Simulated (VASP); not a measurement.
**Rb2PdC2: relaxation of shape and atoms at fixed volume with LDA**

The system is Rb2PdC2.

```
CELL_PARAMETERS angstrom
5.41522 0.00000 0.00000
-2.70761 4.68972 0.00000
0.00000 0.00000 5.28026
ATOMIC_POSITIONS crystal
Rb 0.33333 0.66667 0.27726
Rb 0.66667 0.33333 0.72274
Pd 0.00000 0.00000 0.00000
C 0.00000 0.00000 0.37871
C 0.00000 0.00000 0.62129
```

```yaml
Program: VASP 6.6.1
Task: relaxation of shape and atoms at fixed volume
Functional: LDA
Potentials_or_basis: VASP PAW LDA potentials, release 64 (Rb_sv, Pd, C)
Cutoff: 600 eV
k_mesh: 6 × 6 × 6
Occupations: gaussian, width 0.02 eV
Spin: no spin polarisation
Dipole_correction: no
Further_INCAR_settings: ALGO = Normal; EDIFF = 1e-06; IBRION = 2; EDIFFG = -0.01; NSW = 50; ISIF = 4
```

- Energy gained by relaxing: 2.7 meV/atom
- Ionic steps: 7
- Pressure after relaxing: -2.3 GPa
- Largest force after relaxing: 0.006 eV/Å
- Band gap on the k mesh: 1.41 eV

Forces in eV/Å, atoms in the order of the input:
```
Rb   0.000  0.000 -0.006
Rb   0.000  0.000  0.006
Pd   0.000  0.000  0.000
C    0.000  0.000  0.001
C    0.000  0.000 -0.001
```

Step by step:
```csv
step,energy change (eV),largest force (eV/Å),pressure (GPa),volume (Å³)
1,0.0000,0.6764,-3.16,134.10
2,0.2086,6.5538,0.44,134.10
3,-0.0079,0.2613,-2.66,134.10
4,-0.0132,0.1534,-2.24,134.10
5,-0.0134,0.0790,-2.32,134.10
6,-0.0123,0.3804,-2.06,134.10
7,-0.0135,0.0058,-2.27,134.10
```

Final structure:
```
CELL_PARAMETERS angstrom
5.44237 0.00000 0.00000
-2.72119 4.71323 0.00000
0.00000 0.00000 5.22770
ATOMIC_POSITIONS crystal
Rb 0.33333 0.66667 0.27714
Rb 0.66667 0.33333 0.72286
Pd 0.00000 0.00000 0.00000
C 0.00000 0.00000 0.37871
C 0.00000 0.00000 0.62129
```

Levels at points of the mesh, in eV from the valence-band top:
| k point | band 16 | band 17 | band 18 | band 19 | band 20 | band 21 |
| --- | --- | --- | --- | --- | --- | --- |
| (0.00, 0.00, 0.00) | -1.53 | -1.17 | -1.17 | 3.44 | 3.52 | 4.93 |
| (0.50, 0.00, 0.00) | -1.26 | -1.14 | -0.62 | 2.14 | 3.01 | 4.12 |
| (0.00, 0.00, 0.50) | -1.19 | 0.00 | 0.00 | 2.20 | 2.20 | 3.40 |
| (0.50, 0.00, 0.50) | -0.91 | 0.00 | 0.00 | 1.41 | 2.63 | 4.35 |

It took 4.3 min on 1 thread of Intel(R) Xeon(R) 6975P-C (Granite Rapids), with other jobs on the host, peak memory 0.33 GiB.

A k mesh can miss the band edges.
